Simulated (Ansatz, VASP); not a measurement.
## Zr: VASP beside Ansatz

Contents of INCAR:

```
SYSTEM = Zr
PREC = Accurate
ENCUT = 520
EDIFF = 1E-6
ISMEAR = 0
SIGMA = 0.014
LREAL = .False.
LASPH = .True.
NELM = 60
ALGO = Fast
ISIF = 2
LWAVE = .False.
LCHARG = .False.
GGA = PE
NBANDS = 19
```

KPOINTS

```
Automatic mesh
0
Gamma
  9 9 5
  0 0 0
```

The input POSCAR:

```
Zr
1.0
    3.2320000000      0.0000000000      0.0000000000
   -1.6160000000      2.7989941050      0.0000000000
    0.0000000000      0.0000000000      5.1470000000
Zr
2
Direct
    0.6666666667      0.3333333333      0.7500000000
    0.3333333333      0.6666666667      0.2500000000
```

Contents of input.yaml:

```yaml
crystal:
  lattice:
    - [3.232, 0.0, 0.0]
    - [-1.616, 2.798994105, 0.0]
    - [0.0, 0.0, 5.147]
  atoms:
    - { symbol: Zr, position: [0.6666666667, 0.3333333333, 0.75] }
    - { symbol: Zr, position: [0.3333333333, 0.6666666667, 0.25] }
kpoints:
  mp_grid: { grid: [9, 9, 5] }
scf:
  occupations: { method: gaussian, width: 0.014 }
hamiltonian:
  xc: pbe
  pseudopotentials: { kind: all_electron, lapw: { basis_error: 0.001 } }
output:
  forces: true
  stress: true
  eigenvalues: true
```

Alike in both runs: task single point; functional PBE; k mesh 9 × 9 × 5; occupations gaussian, width 0.014 eV; no spin polarisation.

```csv
,VASP,Ansatz
version,VASP 6.6.1,Ansatz 0.2.0
potentials or method,"VASP PAW PBE potentials, release 64 (Zr_sv), cutoff 520 eV","all-electron LAPW, scalar-relativistic"
```

|  | VASP | Ansatz | Ansatz less VASP |
| --- | --- | --- | --- |
| gap on the k mesh at the Fermi level (eV) | none | none | - |
| pressure (GPa) | 0.6 | 0.6 | +0.01 |
| traceless stress, the component that is largest in VASP (GPa) | 0.75 | 0.75 | +0.001 |

A gap of «none» marks a metal or a gap that the smearing closes. Ansatz ran all-electron here, and VASP with PAW potentials.
